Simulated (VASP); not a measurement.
# PtS2 (P-3m1) in VASP: single point with PBE-based screened hybrid

Aim: the single point of PtS2 with PBE-based screened hybrid.

All numbers are computed with VASP 6.6.1; they aren't measurements. Logs are shortened: lines on timing, memory, paths and dates and some standing lists are left out, and cuts for length are marked.

### Step 1. The cell of the first run

The structure is trigonal, space group P-3m1 (No. 164). Conventional cell: a = 3.543 Å, b = 3.543 Å, c = 5.039 Å, α = 90.00°, β = 90.00°, γ = 120.00°. Pt (site symmetry -3m) has 6 S at 2.34 Å within 3.1 Å. S (site symmetry 3m) has 3 Pt at 2.34 Å and 3 S at 3.07 Å within 3.1 Å.

### Step 2. Single point, PBE-based screened hybrid

POSCAR reads:

```
PtS2
1.0
    3.5432000000      0.0000000000      0.0000000000
   -1.7716000000      3.0685012107      0.0000000000
    0.0000000000      0.0000000000      5.0388000000
Pt S
1 2
Direct
    0.0000000000      0.0000000000      0.0000000000
    0.6666666667      0.3333333333      0.7730000000
    0.3333333333      0.6666666667      0.2270000000
```

INCAR.step1 reads:

```
ALGO     = Normal         # electronic algorithm
EDIFF    = 1E-5           # SCF threshold, eV
ENCUT    = 520            # plane-wave cutoff, eV
GGA      = PE             # functional
ISIF     = 2              # what is computed and relaxed
ISMEAR   = -1             # smearing method
LASPH    = T              # aspherical terms in the spheres
LCHARG   = F              # write CHGCAR
LREAL    = F              # projectors in reciprocal space
LWAVE    = T              # write WAVECAR
NBANDS   = 18             # bands
NELM     = 80             # most SCF steps
PREC     = Accurate       # precision mode
SIGMA    = 0.05           # smearing width, eV
```

INCAR.step2 reads:

```
AEXX     = 0.25           # exact-exchange fraction
ALGO     = Normal         # electronic algorithm
EDIFF    = 1E-6           # SCF threshold, eV
ENCUT    = 520            # plane-wave cutoff, eV
GGA      = PE             # functional
HFSCREEN = 0.1            # screening, 1/A
ISIF     = 2              # what is computed and relaxed
ISMEAR   = -1             # smearing method
ISTART   = 1            
LASPH    = T              # aspherical terms in the spheres
LCHARG   = F              # write CHGCAR
LHFCALC  = T              # exact exchange
LREAL    = F              # projectors in reciprocal space
LWAVE    = F              # write WAVECAR
NBANDS   = 18             # bands
NELM     = 80             # most SCF steps
PREC     = Accurate       # precision mode
PRECFOCK = Normal       
SIGMA    = 0.05           # smearing width, eV
```

KPOINTS reads:

```
k-points
0
Gamma
  5 5 3
```

Potentials or basis: VASP PAW PBE potentials, release 64 (Pt, S).

Launch:

```console
$ cat potpaw_PBE.64/Pt/POTCAR potpaw_PBE.64/S/POTCAR > POTCAR
$ cp INCAR.step1 INCAR
$ mpirun -np 1 vasp_std > vasp.out
$ cp INCAR.step2 INCAR
$ mpirun -np 1 vasp_std > vasp.out
```

OUTCAR:

```text
AEXX = 0.25
   EDIFF = 1E-6
   ENCUT = 520
   GGA = PE
   HFSCREEN = 0.1
   ISIF = 2
   ISMEAR = -1
   ISTART = 1
   LASPH = T
   LHFCALC = T
   LREAL = F
   NELM = 80
   PREC = Accurate
   PRECFOCK = Normal

 ion  position               nearest neighbor table
   1  0.000  0.000  0.000-   2 2.34   3 2.34   2 2.34   3 2.34   2 2.34   3 2.34
   2  0.667  0.333  0.773-   1 2.34   1 2.34   1 2.34
   3  0.333  0.667  0.227-   1 2.34   1 2.34   1 2.34

  LATTYP: Found a hexagonal cell.
 ALAT       =     3.5432000000
 C/A-ratio  =     1.4221043125

  Lattice vectors:

 A1 = (   3.5432000000,   0.0000000000,   0.0000000000)
 A2 = (  -1.7716000000,   3.0685012107,   0.0000000000)
 A3 = (   0.0000000000,   0.0000000000,   5.0388000000)

Analysis of symmetry for initial positions (statically):
=====================================================================
 Subroutine PRICEL returns:
 Original cell was already a primitive cell.

 Routine SETGRP: Setting up the symmetry group for a
 hexagonal supercell.

 Subroutine GETGRP returns: Found 12 space group operations
 (whereof 12 operations were pure point group operations)
 out of a pool of 24 trial point group operations.

The static configuration has the point symmetry D_3d.

Analysis of symmetry for dynamics (positions and initial velocities):
=====================================================================
 Subroutine PRICEL returns:
 Original cell was already a primitive cell.

 Routine SETGRP: Setting up the symmetry group for a
 hexagonal supercell.

 Subroutine GETGRP returns: Found 12 space group operations
 (whereof 12 operations were pure point group operations)
 out of a pool of 24 trial point group operations.

The dynamic configuration has the point symmetry D_3d.

 Subroutine INISYM returns: Found 12 space group operations
 (whereof 12 operations are pure point group operations),
 and found     1 'primitive' translations

----------------------------------------------------------------------------------------

                                     Primitive cell

  volume of cell :      54.7834

  direct lattice vectors                    reciprocal lattice vectors
     3.543200000  0.000000000  0.000000000     0.282230752  0.162946001  0.000000000
    -1.771600000  3.068501211  0.000000000     0.000000000  0.325892001  0.000000000
     0.000000000  0.000000000  5.038800000     0.000000000  0.000000000  0.198459951

  length of vectors
     3.543200000  3.543200000  5.038800000     0.325892001  0.325892001  0.198459951

  position of ions in fractional coordinates (direct lattice)
     0.000000000  0.000000000  0.000000000
     0.666666667  0.333333333  0.773000000
     0.333333333  0.666666667  0.227000000

  ion indices of the primitive-cell ions
   primitive index   ion index
                 1           1
                 2           2
                 3           3

----------------------------------------------------------------------------------------

 KPOINTS: k-points

Automatic generation of k-mesh.
 Grid dimensions read from file:
 generate k-points for:    5    5    3

 Generating k-lattice:

  Cartesian coordinates                     Fractional coordinates (reciprocal lattice)
     0.056446150  0.032589200  0.000000000     0.200000000 -0.000000000  0.000000000
     0.000000000  0.065178400  0.000000000     0.000000000  0.200000000  0.000000000
     0.000000000  0.000000000  0.066153317     0.000000000  0.000000000  0.333333333

  Length of vectors
     0.065178400  0.065178400  0.066153317

  Shift w.r.t. Gamma in fractional coordinates (k-lattice)
     0.000000000  0.000000000  0.000000000

 Subroutine IBZKPT returns following result:
 ===========================================

 Found     12 irreducible k-points:

 Following reciprocal coordinates:
            Coordinates               Weight
  0.000000  0.000000  0.000000      1.000000
  0.200000  0.000000  0.000000      6.000000
  0.400000  0.000000  0.000000      6.000000
  0.200000  0.200000  0.000000      6.000000
  0.400000  0.200000  0.000000      6.000000
  0.000000  0.000000  0.333333      2.000000
  0.200000  0.000000  0.333333      6.000000
  0.000000  0.200000  0.333333      6.000000
  0.400000  0.000000  0.333333      6.000000
  0.000000  0.400000  0.333333      6.000000
  0.200000  0.200000  0.333333     12.000000
  0.400000  0.200000  0.333333     12.000000
   k-points           NKPTS =     12   k-points in BZ     NKDIM =     75   number of bands    NBANDS=     18
   number of dos      NEDOS =    301   number of ions     NIONS =      3
   total plane-waves  NPLWV =  31360
   dimension x,y,z NGX =    28 NGY =   28 NGZ =   40
   dimension x,y,z NGXF=    56 NGYF=   56 NGZF=   80
   ions per type =               1   2
   NGX,Y,Z   is equivalent  to a cutoff of  13.14, 13.14, 13.20 a.u.
   NGXF,Y,Z  is equivalent  to a cutoff of  26.28, 26.28, 26.39 a.u.
 SYSTEM =  unknown system
   PREC   = accura    normal or accurate (medium, high low for compatibility)
   ISTART =      1    job   : 0-new  1-cont  2-samecut
   ICHARG =      0    charge: 1-file 2-atom 10-const
   ISPIN  =      1    spin polarized calculation?
   LNONCOLLINEAR =      F non collinear calculations
   LSORBIT =      F    spin-orbit coupling
   LASPH  =      T    aspherical Exc in radial PAW
   ENCUT  =  520.0 eV  38.22 Ry    6.18 a.u.   6.59  6.59  9.37*2*pi/ulx,y,z
   NELM   =     80;   NELMIN=  2; NELMDL=  0     # of ELM steps
   EDIFF  = 0.1E-05   stopping-criterion for ELM
   LREAL  =      F    real-space projection
   EDIFFG = 0.1E-04   stopping-criterion for IOM
   NSW    =      0    number of steps for IOM
   IBRION =     -1    ionic relax: 0-MD 1-quasi-New 2-CG
   NFREE  =      0    steps in history (QN), initial steepest desc. (CG)
   ISIF   =      2    stress and relaxation
   ISYM   =      3    0-nonsym 1-usesym 2-fastsym
   POTIM  = 0.5000    time-step for ionic-motion
   TEBEG  =    0.0;   TEEND  =   0.0 temperature during run
   PSTRESS=    0.0 pullay stress
   NELECT =      22.0000    total number of electrons
   NUPDOWN=      -1.0000    fix difference up-down
   EMIN   =  10.00;   EMAX   =-10.00  energy-range for DOS
   EFERMI =   0.00;   METHOD = LEGACY
   ISMEAR =    -1;   SIGMA  =   0.05  broadening in eV -4-tet -1-fermi 0-gaus
   EFERMI_NEDOS =   21; number of points for ismear=-14 and -15
   IALGO  =     38    algorithm
   IMIX   =      1    mixing-type and parameters
     AMIX     =   0.40;   BMIX     =  1.00
     AMIX_MAG =   1.60;   BMIX_MAG =  1.00
  volume/ion in A,a.u.               =      18.26       123.23
  Fermi-wavevector in a.u.,A,eV,Ry     =   1.207812  2.282434 19.848315  1.458810
  Thomas-Fermi vector in A             =   2.343439
   LORBIT       =      0    0 simple, 1 ext, 2 COOP (PROOUT), +10 PAW based schemes
   GGA     = PE    functional components
   LHFCALC =     T    Hartree Fock is set to
   PRECFOCK=normal    Normal, Fast or Accurate (Low or Medium for compatibility)
   ENCUT4O =  -1.0   cutoff for four orbital integrals eV
   NKREDX  =     1    reduce k-point grid by
   NKREDY  =     1    reduce k-point grid by
   NKREDZ  =     1    reduce k-point grid by
   AEXX    =    0.2500 exact exchange contribution
   HFSCREEN=    0.1000 screening length (either q_TF or 0.3 A-1)
   HFSCREENC=   0.1000 screening length for correlation (either q_TF or 0.3 A-1)
   ENCUTFOCK=  -1.0 apply spherical cutoff to Coloumb kernel
   IVDW    =     0    specifies the selected vdW correction
   LEPSILON=     F    determine dielectric tensor
   LRPA    =     F    only Hartree local field effects (RPA)
 non-spin polarized calculation
  energy-cutoff  :      520.00
  volume of cell :       54.78
 maximum number of plane-waves:      1507
 NGX is ok and might be reduce to    28
  NGX = 20; NGY = 20; NGZ = 30

 number of electron      22.0000001 magnetization

 Free energy of the ion-electron system (eV)
  ---------------------------------------------------
  ext. energy  EPLUGINS =         0.00000000
  ---------------------------------------------------
  free energy    TOTEN  =       -19.40648339 eV

  energy without entropy =      -19.40648339  energy(sigma->0) =      -19.40648339

 E-fermi :   7.0481     XC(G=0):  -8.5356

 val. band max:        6.0664599694   @ k =   0.0000   0.0000   0.0000
 cond. band min:       8.2570039448   @ k =   0.0000   0.2000   0.3333
 fundamental gap:      2.1905439755
 Fermi energy:         7.0480524766

 k-point     1 :       0.0000    0.0000    0.0000
  band No.  band energies     occupation
      1     -11.1258      2.00000
      2      -7.5723      2.00000
      3      -1.8127      2.00000
      4      -1.7378      2.00000
      5      -1.7378      2.00000
      6       1.2321      2.00000
[... 10 lines left out ...]
     17      15.4223      0.00000
     18      19.7819      0.00000

 k-point     2 :       0.2000    0.0000    0.0000
  band No.  band energies     occupation
      1     -10.5601      2.00000
      2      -7.9071      2.00000
      3      -1.4465      2.00000
      4      -1.3491      2.00000
      5      -1.1639      2.00000
      6       0.5788      2.00000
[... 10 lines left out ...]
     17      16.8482      0.00000
     18      17.2252      0.00000

 k-point     3 :       0.4000    0.0000    0.0000
  band No.  band energies     occupation
      1      -9.3039      2.00000
      2      -8.4510      2.00000
      3      -2.0265      2.00000
      4      -0.8207      2.00000
      5      -0.0944      2.00000
      6       0.5123      2.00000
[... 10 lines left out ...]
     17      15.9921      0.00000
     18      18.0540      0.00000

 k-point     4 :       0.2000    0.2000    0.0000
  band No.  band energies     occupation
      1      -9.6253      2.00000
      2      -8.3051      2.00000
      3      -1.1319      2.00000
      4      -1.0301      2.00000
      5      -0.6288      2.00000
      6       0.0766      2.00000
[... 123 lines left out ...]
      4      -0.9103      2.00000
      5      -0.5123      2.00000
      6       0.8109      2.00000
[... 10 lines left out ...]
     17      17.3891      0.00000
     18      18.2256      0.00000

 k-point    11 :       0.2000    0.2000    0.3333
  band No.  band energies     occupation
      1      -9.4425      2.00000
      2      -8.5075      2.00000
      3      -1.5055      2.00000
      4      -1.2936      2.00000
      5      -0.3602      2.00000
      6       0.3779      2.00000
[... 10 lines left out ...]
     17      16.4934      0.00000
     18      17.7115      0.00000

 k-point    12 :       0.4000    0.2000    0.3333
  band No.  band energies     occupation
      1      -8.7920      2.00000
      2      -8.5487      2.00000
      3      -2.0800      2.00000
      4      -1.1025      2.00000
      5      -0.1983      2.00000
      6       0.6995      2.00000
[... 10 lines left out ...]
     17      16.7749      0.00000
     18      17.5974      0.00000

------------------------ aborting loop because EDIFF is reached ----------------------------------------

  FORCE on cell =-STRESS in cart. coord.  units (eV):
  Direction    XX          YY          ZZ          XY          YZ          ZX
  --------------------------------------------------------------------------------------
  -------------------------------------------------------------------------------------
  Total        1.8705240      1.8705240      2.5008478      0.0000000     -0.0000000      0.0000000
  in kB       54.7047172     54.7047172     73.1389562      0.0000000     -0.0000000      0.0000000
  external PRESSURE =      60.8494635 kB  Pullay stress =       0.0000000 kB

 VOLUME and BASIS-vectors are now :
 -----------------------------------------------------------------------------
  energy-cutoff  :      520.00
  volume of cell :       54.78
      direct lattice vectors                 reciprocal lattice vectors
     3.543200000  0.000000000  0.000000000     0.282230752  0.162946001  0.000000000
    -1.771600000  3.068501211  0.000000000     0.000000000  0.325892001  0.000000000
     0.000000000  0.000000000  5.038800000     0.000000000  0.000000000  0.198459951

 POSITION                                       TOTAL-FORCE (eV/Angst)
 -----------------------------------------------------------------------------------
      0.00000      0.00000      0.00000        -0.000000      0.000000     -0.000000
      1.77160      1.02283      3.89499         0.000000      0.000000     -0.838168
     -0.00000      2.04567      1.14381        -0.000000     -0.000000      0.838168
 -----------------------------------------------------------------------------------
    total drift:                               -0.000001     -0.000001     -0.000001

  FREE ENERGIE OF THE ION-ELECTRON SYSTEM (eV)
  ---------------------------------------------------
  free  energy   TOTEN  =       -19.4064833890 eV

  energy  without entropy=      -19.4064833889  energy(sigma->0) =      -19.40648339
```

Run time: 33 min. Hardware: 1 thread of AMD EPYC, shared host; peak memory 0.26 GiB.

Results:

```
Free energy            : -19.4065 eV
Pressure               : 6.1 GPa
Largest force          : 0.838 eV/Å
Band gap on the k mesh : 2.19 eV, indirect (least direct gap 2.49 eV)
```

Forces on the atoms (eV/Å):
```
Pt   0.000  0.000  0.000
S    0.000  0.000 -0.838
S    0.000  0.000  0.838
```

Stress tensor (GPa, compression positive):
```
5.47 0.00 0.00
0.00 5.47 0.00
0.00 0.00 7.31
```

Levels at points of the mesh, in eV from the valence-band top:
```csv
k point,band 9,band 10,band 11,band 12,band 13,band 14
"(0.00, 0.00, 0.00)",-1.19,-1.19,0.00,3.51,3.51,5.90
```

Caveat: the PAW data sets were made with another functional, which shifts forces and pressure a little; spin-orbit coupling is left out, which moves the levels of the heavy elements. A k mesh can miss the band edges.
